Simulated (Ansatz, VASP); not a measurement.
Mg2C3 in VASP and in Ansatz

File INCAR:

```
SYSTEM = Mg2C3
ALGO = Normal ; EDIFF = 1E-7
ENCUT = 520 ; GGA = PS
ISIF = 2 ; ISMEAR = 0
LASPH = .TRUE. ; LCHARG = .FALSE.
LREAL = .FALSE. ; LWAVE = .FALSE.
NBANDS = 16 ; NELM = 100
PREC = Accurate ; SIGMA = 0.02
```

Contents of KPOINTS:

```
k-points
0
G
  8 8 6
  0 0 0
```

Contents of POSCAR:

```
Mg2C3
1.0
    2.4207767426     -2.3527518765     -0.0037203737
    2.4207767426      2.3527518765     -0.0037203737
   -1.2372742735      0.0000000000      4.8722125904
Mg C
2 3
Direct
    0.8096552693      0.8096552693      0.1985210417
    0.1903447307      0.1903447307      0.8014789583
    0.3015101240      0.3015101240      0.2633444256
    0.6984898760      0.6984898760      0.7366555744
    0.5000000000      0.5000000000      0.5000000000
```

Input for Ansatz:

```yaml
crystal:
  lattice:
    - [2.4207767426, -2.3527518765, -0.0037203737]
    - [2.4207767426, 2.3527518765, -0.0037203737]
    - [-1.2372742735, 0.0, 4.8722125904]
  atoms:
    - { symbol: Mg, position: [0.8096552693, 0.8096552693, 0.1985210417] }
    - { symbol: Mg, position: [0.1903447307, 0.1903447307, 0.8014789583] }
    - { symbol: C, position: [0.301510124, 0.301510124, 0.2633444256] }
    - { symbol: C, position: [0.698489876, 0.698489876, 0.7366555744] }
    - { symbol: C, position: [0.5, 0.5, 0.5] }
basis:
  ecutwfc: 420
kpoints:
  mp_grid: { grid: [8, 8, 6] }
  band_path: { path: [VBM, CBM], npoints: 2 }
hamiltonian:
  xc: pbesol
scf:
  occupations: { method: gaussian, width: 0.02 }
output:
  forces: true
  stress: true
  eigenvalues: true
checkpoint:
  read: start.run
  write: ck
  compress: false
  write_wavefunctions: false
  write_every: 100000
```

Alike in both runs: task single point; functional PBEsol; k mesh 8 × 8 × 6; occupations gaussian, width 0.02 eV; no spin polarisation.

```csv
,VASP,Ansatz
version,VASP 6.6.1,Ansatz 0.2.0
potentials or method,"VASP PAW PBE potentials, release 64 (Mg, C), cutoff 520 eV","scalar-relativistic, plane waves, PAW"
valence electrons in the cell,16,32
```

|  | VASP | Ansatz | Ansatz less VASP |
| --- | --- | --- | --- |
| gap on the k mesh at the Fermi level (eV) | 1.66 | 1.66 | -0.001 |
| least direct gap on the mesh (eV) | 2.33 | 2.33 | -0.005 |
| pressure (GPa) | -3.0 | -3.0 | +0.03 |
| traceless stress, the component that is largest in VASP (GPa) | 0.29 | 0.01 | -0.280 |
| rms of the force components (eV/Å) | 0.026 | 0.001 | -0.0245 |

VASP's potentials were made for PBE, not for PBEsol. Atom by atom the forces differ by 0.026 eV/Å (rms over components). With one functional, cell and mesh, what is left measures potentials, basis and numerics. VASP's potentials hold 16 valence electrons a cell and Ansatz's 32, so a difference there can come from the potentials and not from the codes.
